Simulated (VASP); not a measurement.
# Cu (Im-3m) in VASP: a series of runs

Runs on Cu. Level: LDA. Tasks: single point.

Program: VASP 6.6.1. These are calculated values, not measurements. Logs are shortened: lines on timing, memory, paths and dates and some standing lists are left out, and cuts for length are marked.

### Step 1. The cell of the first run

Symmetry: Im-3m, No. 229, cubic system. Conventional cell: a = 2.422 Å, b = 2.422 Å, c = 2.422 Å, α = 90.00°, β = 90.00°, γ = 90.00°. Cu (site symmetry m-3m) has 14 Cu at 2.10 to 2.42 Å within 2.8 Å.

### Step 2. Single point, LDA

Contents of INCAR:

```
SYSTEM = Cu
ALGO = Normal
EDIFF = 1E-6
ENCUT = 520
GGA = CA
ISIF = 2
ISMEAR = -1
LASPH = .True.
LCHARG = .True.
LELF = .True.
LREAL = .False.
LVHAR = .True.
LWAVE = .False.
NBANDS = 12
NELM = 60
PREC = Accurate
SIGMA = 0.08
```

Contents of KPOINTS:

```
k-points
0
Gamma
  19 19 19
  0 0 0
```

Contents of POSCAR:

```
Cu
1.0
   -1.2111189581      1.2111189581      1.2111189581
    1.2111189581     -1.2111189581      1.2111189581
    1.2111189581      1.2111189581     -1.2111189581
Cu
1
Direct
    0.0000000000      0.0000000000      0.0000000000
```

Potentials or basis: VASP PAW LDA potentials, release 64 (Cu).

The run is started by

```bash
$ cat potpaw_LDA.64/Cu/POTCAR > POTCAR
$ mpirun -np 1 vasp_std > vasp.out
```

OUTCAR:

```text
SYSTEM = Cu
   EDIFF = 1E-6
   ENCUT = 520
   GGA = CA
   ISIF = 2
   ISMEAR = -1
   LASPH = .True.
   LREAL = .False.
   NELM = 60
   PREC = Accurate

 ion  position               nearest neighbor table
   1  0.000  0.000  0.000-

  LATTYP: Found a body centered cubic cell.
 ALAT       =     2.4222379162

  Lattice vectors:

 A1 = (  -1.2111189581,   1.2111189581,   1.2111189581)
 A2 = (   1.2111189581,  -1.2111189581,   1.2111189581)
 A3 = (   1.2111189581,   1.2111189581,  -1.2111189581)

Analysis of symmetry for initial positions (statically):
=====================================================================
 Subroutine PRICEL returns:
 Original cell was already a primitive cell.

 Routine SETGRP: Setting up the symmetry group for a
 body centered cubic supercell.

 Subroutine GETGRP returns: Found 48 space group operations
 (whereof 48 operations were pure point group operations)
 out of a pool of 48 trial point group operations.

The static configuration has the point symmetry O_h .

Analysis of symmetry for dynamics (positions and initial velocities):
=====================================================================
 Subroutine PRICEL returns:
 Original cell was already a primitive cell.

 Routine SETGRP: Setting up the symmetry group for a
 body centered cubic supercell.

 Subroutine GETGRP returns: Found 48 space group operations
 (whereof 48 operations were pure point group operations)
 out of a pool of 48 trial point group operations.

The dynamic configuration has the point symmetry O_h .

 Subroutine INISYM returns: Found 48 space group operations
 (whereof 48 operations are pure point group operations),
 and found     1 'primitive' translations

----------------------------------------------------------------------------------------

                                     Primitive cell

  volume of cell :       7.1059

  direct lattice vectors                    reciprocal lattice vectors
    -1.211118958  1.211118958  1.211118958     0.000000000  0.412841362  0.412841362
     1.211118958 -1.211118958  1.211118958     0.412841362  0.000000000  0.412841362
     1.211118958  1.211118958 -1.211118958     0.412841362  0.412841362  0.000000000

  length of vectors
     2.097719569  2.097719569  2.097719569     0.583845853  0.583845853  0.583845853

  position of ions in fractional coordinates (direct lattice)
     0.000000000  0.000000000  0.000000000

  ion indices of the primitive-cell ions
   primitive index   ion index
                 1           1

----------------------------------------------------------------------------------------

 KPOINTS: k-points

Automatic generation of k-mesh.
 Grid dimensions read from file:
 generate k-points for:   19   19   19

 Generating k-lattice:

  Cartesian coordinates                     Fractional coordinates (reciprocal lattice)
     0.000000000  0.021728493  0.021728493     0.052631579  0.000000000  0.000000000
     0.021728493  0.000000000  0.021728493     0.000000000  0.052631579  0.000000000
     0.021728493  0.021728493  0.000000000     0.000000000  0.000000000  0.052631579

  Length of vectors
     0.030728729  0.030728729  0.030728729

  Shift w.r.t. Gamma in fractional coordinates (k-lattice)
     0.000000000  0.000000000  0.000000000

 Subroutine IBZKPT returns following result:
 ===========================================

 Found    220 irreducible k-points:

 Following reciprocal coordinates:
            Coordinates               Weight
  0.000000  0.000000  0.000000      1.000000
  0.052632  0.000000  0.000000     12.000000
  0.105263  0.000000  0.000000     12.000000
  0.157895  0.000000  0.000000     12.000000
  0.210526  0.000000  0.000000     12.000000
  0.263158  0.000000  0.000000     12.000000
[... 16 lines left out ...]
  0.263158  0.105263  0.000000     48.000000
  0.315789  0.105263 -0.000000     48.000000
 [... further k-points ...]
   k-points           NKPTS =    220   k-points in BZ     NKDIM =    220   number of bands    NBANDS=     12
   number of dos      NEDOS =    301   number of ions     NIONS =      1
   total plane-waves  NPLWV =   4096
   dimension x,y,z NGX =    16 NGY =   16 NGZ =   16
   dimension x,y,z NGXF=    32 NGYF=   32 NGZF=   32
   ions per type =               1
   NGX,Y,Z   is equivalent  to a cutoff of  12.68, 12.68, 12.68 a.u.
   NGXF,Y,Z  is equivalent  to a cutoff of  25.36, 25.36, 25.36 a.u.
 SYSTEM =  Cu
   PREC   = accura    normal or accurate (medium, high low for compatibility)
   ISTART =      0    job   : 0-new  1-cont  2-samecut
   ICHARG =      2    charge: 1-file 2-atom 10-const
   ISPIN  =      1    spin polarized calculation?
   LNONCOLLINEAR =      F non collinear calculations
   LSORBIT =      F    spin-orbit coupling
   LASPH  =      T    aspherical Exc in radial PAW
   ENCUT  =  520.0 eV  38.22 Ry    6.18 a.u.   3.90  3.90  3.90*2*pi/ulx,y,z
   NELM   =     60;   NELMIN=  2; NELMDL= -5     # of ELM steps
   EDIFF  = 0.1E-05   stopping-criterion for ELM
   LREAL  =      F    real-space projection
   EDIFFG = 0.1E-04   stopping-criterion for IOM
   NSW    =      0    number of steps for IOM
   IBRION =     -1    ionic relax: 0-MD 1-quasi-New 2-CG
   NFREE  =      0    steps in history (QN), initial steepest desc. (CG)
   ISIF   =      2    stress and relaxation
   ISYM   =      2    0-nonsym 1-usesym 2-fastsym
   POTIM  = 0.5000    time-step for ionic-motion
   TEBEG  =    0.0;   TEEND  =   0.0 temperature during run
   PSTRESS=    0.0 pullay stress
   NELECT =      11.0000    total number of electrons
   NUPDOWN=      -1.0000    fix difference up-down
   EMIN   =  10.00;   EMAX   =-10.00  energy-range for DOS
   EFERMI =   0.00;   METHOD = LEGACY
   ISMEAR =    -1;   SIGMA  =   0.08  broadening in eV -4-tet -1-fermi 0-gaus
   EFERMI_NEDOS =   21; number of points for ismear=-14 and -15
   IALGO  =     38    algorithm
   IMIX   =      4    mixing-type and parameters
     AMIX     =   0.40;   BMIX     =  1.00
     AMIX_MAG =   1.60;   BMIX_MAG =  1.00
  volume/ion in A,a.u.               =       7.11        47.95
  Fermi-wavevector in a.u.,A,eV,Ry     =   1.893792  3.578748 48.796585  3.586448
  Thomas-Fermi vector in A             =   2.934405
   LORBIT       =      0    0 simple, 1 ext, 2 COOP (PROOUT), +10 PAW based schemes
   GGA     = CA    functional components
   LHFCALC =     F    Hartree Fock is set to
   AEXX    =    0.0000 exact exchange contribution
   IVDW    =     0    specifies the selected vdW correction
   LEPSILON=     F    determine dielectric tensor
   LRPA    =     F    only Hartree local field effects (RPA)
 non-spin polarized calculation
  energy-cutoff  :      520.00
  volume of cell :        7.11
 maximum number of plane-waves:       202
   NGX =  7   NGY =  7   NGZ =  7

 number of electron      10.9999986 magnetization

 Free energy of the ion-electron system (eV)
  ---------------------------------------------------
  ext. energy  EPLUGINS =         0.00000000
  ---------------------------------------------------
  free energy    TOTEN  =        -2.82188237 eV

  energy without entropy =       -2.81714349  energy(sigma->0) =       -2.81951293

 E-fermi :  16.0009     XC(G=0): -16.3598

 val. band max:       15.9755729417   @ k =  -0.4737   0.4737   0.1053
 cond. band min:      16.0818754211   @ k =   0.4211   0.1053   0.0000
 fundamental gap:      0.1063024794
 Fermi energy:        16.0008644105

 k-point     1 :       0.0000    0.0000    0.0000
  band No.  band energies     occupation
      1       1.8617      2.00000
      2      10.4021      2.00000
      3      10.4021      2.00000
      4      10.4021      2.00000
      5      12.5494      2.00000
      6      12.5494      2.00000
      7      45.4873      0.00000
      8      45.4873      0.00000
      9      45.4873      0.00000
     10      53.5785      0.00000
     11      53.5785      0.00000
     12      56.9960      0.00000

 k-point     2 :       0.0526    0.0000    0.0000
  band No.  band energies     occupation
      1       2.0183      2.00000
      2      10.3558      2.00000
      3      10.3975      2.00000
      4      10.4889      2.00000
      5      12.5004      2.00000
      6      12.5528      2.00000
      7      44.6532      0.00000
      8      45.3326      0.00000
      9      45.4442      0.00000
     10      52.9802      0.00000
     11      54.1017      0.00000
     12      55.0425      0.00000

 k-point     3 :       0.1053    0.0000    0.0000
  band No.  band energies     occupation
      1       2.4790      2.00000
      2      10.2233      2.00000
      3      10.3739      2.00000
      4      10.7438      2.00000
      5      12.3800      2.00000
      6      12.5641      2.00000
      7      42.5916      0.00000
      8      44.7541      0.00000
      9      45.3300      0.00000
     10      52.2965      0.00000
     11      52.5602      0.00000
     12      53.2413      0.00000
[... 286 lines left out ...]
 k-point    23 :       0.2632    0.1053    0.0000
  band No.  band energies     occupation
      1       6.4097      2.00000
      2       9.2920      2.00000
      3      10.0716      2.00000
      4      12.1966      2.00000
      5      12.8366      2.00000
      6      13.5298      2.00000
      7      30.9489      0.00000
      8      36.9469      0.00000
      9      42.1735      0.00000
     10      46.4871      0.00000
     11      53.1076      0.00000
     12      55.1246      0.00000

 k-point    24 :       0.3158    0.1053   -0.0000
  band No.  band energies     occupation
      1       6.8698      2.00000
      2       9.0977      2.00000
      3      10.6168      2.00000
      4      12.3355      2.00000
      5      12.9445      2.00000
      6      14.3781      2.00000
      7      28.1069      0.00000
      8      36.0509      0.00000
      9      40.9230      0.00000
     10      46.4202      0.00000
     11      53.2195      0.00000
     12      55.9171      0.00000

 [... further k-points ...]

------------------------ aborting loop because EDIFF is reached ----------------------------------------

  FORCE on cell =-STRESS in cart. coord.  units (eV):
  Direction    XX          YY          ZZ          XY          YZ          ZX
  --------------------------------------------------------------------------------------
  -------------------------------------------------------------------------------------
  Total       10.3880826     10.3880826     10.3880826     -0.0000000     -0.0000000     -0.0000000
  in kB     2342.2086357   2342.2086357   2342.2086357     -0.0000000     -0.0000000     -0.0000000
  external PRESSURE =    2342.2086357 kB  Pullay stress =       0.0000000 kB

 VOLUME and BASIS-vectors are now :
 -----------------------------------------------------------------------------
  energy-cutoff  :      520.00
  volume of cell :        7.11
      direct lattice vectors                 reciprocal lattice vectors
    -1.211118958  1.211118958  1.211118958     0.000000000  0.412841362  0.412841362
     1.211118958 -1.211118958  1.211118958     0.412841362  0.000000000  0.412841362
     1.211118958  1.211118958 -1.211118958     0.412841362  0.412841362  0.000000000

 POSITION                                       TOTAL-FORCE (eV/Angst)
 -----------------------------------------------------------------------------------
      0.00000      0.00000      0.00000        -0.000000     -0.000000      0.000000
 -----------------------------------------------------------------------------------
    total drift:                                0.000000      0.000000     -0.000000

  FREE ENERGIE OF THE ION-ELECTRON SYSTEM (eV)
  ---------------------------------------------------
  free  energy   TOTEN  =        -2.8218823735 eV

  energy  without entropy=       -2.8171434898  energy(sigma->0) =       -2.81951293
```

Run time: 4.5 s. Hardware: 1 thread of Intel Xeon 6975P-C (Granite Rapids), shared host; peak memory 0.12 GiB.

What came out:

* Free energy: -2.8219 eV
* Pressure: 234.2 GPa

Levels at points of the mesh, in eV from the Fermi level:
```csv
k point,band 3,band 4,band 5,band 6,band 7,band 8,band 9,band 10
"(0.00, 0.00, 0.00)",-5.60,-5.60,-3.45,-3.45,29.49,29.49,29.49,37.58
```

### Step 3. Single point, LDA

Contents of INCAR:

```
SYSTEM = Cu
PREC     = Accurate       ! precision mode
ENCUT    = 520            ! plane-wave cutoff, eV
EDIFF    = 1E-7           ! SCF threshold, eV
ISMEAR   = -1             ! smearing method
SIGMA    = 0.08           ! smearing width, eV
LREAL    = .False.        ! projectors in reciprocal space
LASPH    = .True.         ! aspherical terms in the spheres
NELM     = 100            ! most SCF steps
ALGO     = Normal         ! electronic algorithm
ISIF     = 2              ! what is computed and relaxed
LWAVE    = .False.        ! write WAVECAR
LCHARG   = .True.         ! write CHGCAR
LELF     = .True.         ! ELF
LVHAR    = .True.       
NBANDS   = 12             ! bands
```

Contents of KPOINTS:

```
regular mesh
0
Gamma
  19 19 19
  0 0 0
```

POSCAR is that of step 2.

Potentials or basis: VASP PAW LDA potentials, release 64 (Cu).

The run is started by

```bash
$ cat potpaw_LDA.64/Cu/POTCAR > POTCAR
$ mpirun -np 1 vasp_std > vasp.out
```

It took 4.8 s on 1 thread of Intel Xeon 6975P-C (Granite Rapids), shared host; peak memory 0.12 GiB.

It converged, with:

```
Free energy : -2.8219 eV
Pressure    : 234.3 GPa
```

Levels at points of the mesh, in eV from the Fermi level:
| k point | band 3 | band 4 | band 5 | band 6 | band 7 | band 8 | band 9 | band 10 |
| --- | --- | --- | --- | --- | --- | --- | --- | --- |
| (0.00, 0.00, 0.00) | -5.60 | -5.60 | -3.45 | -3.45 | 29.49 | 29.49 | 29.49 | 37.58 |

### Step 4. Single point, LDA

Contents of INCAR:

```
SYSTEM = Cu
  PREC = Accurate
  ENCUT = 520
  EDIFF = 1E-7
  ISMEAR = 0
  SIGMA = 0.005
  LREAL = .FALSE.
  LASPH = .TRUE.
  NELM = 100
  ALGO = Normal
  ISIF = 2
  LWAVE = .FALSE.
  LCHARG = .FALSE.
  GGA = CA
  NBANDS = 12
```

Contents of KPOINTS:

```
regular mesh
0
G
  19 19 19
  0 0 0
```

POSCAR is that of step 3.

The run is started by

```bash
$ cat potpaw_LDA.64/Cu/POTCAR > POTCAR
$ mpirun -np 1 vasp_std > vasp.out
```

Wall time 4.6 s (1 thread of Intel Xeon 6975P-C (Granite Rapids), shared host); peak memory 0.12 GiB.

The run converged. Its results:

* Free energy: -2.8192 eV
* Pressure: 234.3 GPa

Levels at points of the mesh, in eV from the Fermi level:
```
           k point  band 3  band 4  band 5  band 6  band 7  band 8  band 9  band 10
(0.00, 0.00, 0.00)   -5.57   -5.57   -3.42   -3.42   29.52   29.52   29.52    37.61
```
